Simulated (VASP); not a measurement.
Set up this calculation in VASP 6.6.1, as the native input.

```
Task                   : single point
Functional             : r2SCAN
Potentials or basis    : VASP PAW PBE potentials, release 64 (Mg, O)
Cutoff                 : 520 eV
k mesh                 : 10 × 10 × 10
Occupations            : gaussian, width 0.02 eV
Spin                   : no spin polarisation
Dipole correction      : no
Further INCAR settings : ALGO = Normal; EDIFF = 1e-06; NBANDS = 11
```

Crystal: MgO.

```
Mg O
1.0
     0.00000    2.12685    2.12685
     2.12685    0.00000    2.12685
     2.12685    2.12685    0.00000
Mg O
1 1
Direct
  0.00000 0.00000 0.00000
  0.50000 0.50000 0.50000
```

One way to write it, as run:

POSCAR

```
MgO
1.0
    0.0000000000      2.1268522619      2.1268522619
    2.1268522619      0.0000000000      2.1268522619
    2.1268522619      2.1268522619      0.0000000000
Mg O
1 1
Direct
    0.0000000000      0.0000000000      0.0000000000
    0.5000000000      0.5000000000      0.5000000000
```

INCAR.step1

```
ALGO     = Normal         # electronic algorithm
EDIFF    = 1E-4           # SCF threshold, eV
ENCUT    = 520            # plane-wave cutoff, eV
GGA      = PE             # functional
ISMEAR   = 0              # smearing method
LASPH    = True           # aspherical terms in the spheres
LCHARG   = False          # write CHGCAR
LREAL    = False          # projectors in reciprocal space
LWAVE    = True           # write WAVECAR
NBANDS   = 11             # bands
NELM     = 60             # most SCF steps
PREC     = Accurate       # precision mode
SIGMA    = 0.02           # smearing width, eV
```

INCAR.step2

```
ALGO     = Normal         # electronic algorithm
EDIFF    = 1E-6           # SCF threshold, eV
ENCUT    = 520            # plane-wave cutoff, eV
ISIF     = 2              # what is computed and relaxed
ISMEAR   = 0              # smearing method
ISTART   = 1            
LASPH    = True           # aspherical terms in the spheres
LCHARG   = False          # write CHGCAR
LMIXTAU  = True         
LREAL    = False          # projectors in reciprocal space
LWAVE    = False          # write WAVECAR
METAGGA  = R2SCAN         # meta-GGA
NBANDS   = 11             # bands
NELM     = 60             # most SCF steps
PREC     = Accurate       # precision mode
SIGMA    = 0.02           # smearing width, eV
```

KPOINTS

```
k-points
0
Gamma
  10 10 10
```

Potentials or basis: VASP PAW PBE potentials, release 64 (Mg, O).

Command:

```bash
$ cat potpaw_PBE.64/Mg/POTCAR potpaw_PBE.64/O/POTCAR > POTCAR
$ cp INCAR.step1 INCAR
$ mpirun -np 1 vasp_std > vasp.out
$ cp INCAR.step2 INCAR
$ mpirun -np 1 vasp_std > vasp.out
```

It gave:

```yaml
Pressure: -6.6 GPa
Band_gap_on_the_k_mesh: 5.31 eV, direct
```

Caveat: the PAW data sets were made with another functional, which shifts forces and pressure a little.

Run time: 31 s on 1 thread of Intel Xeon 8259CL, on a shared host, peak memory 0.15 GiB.
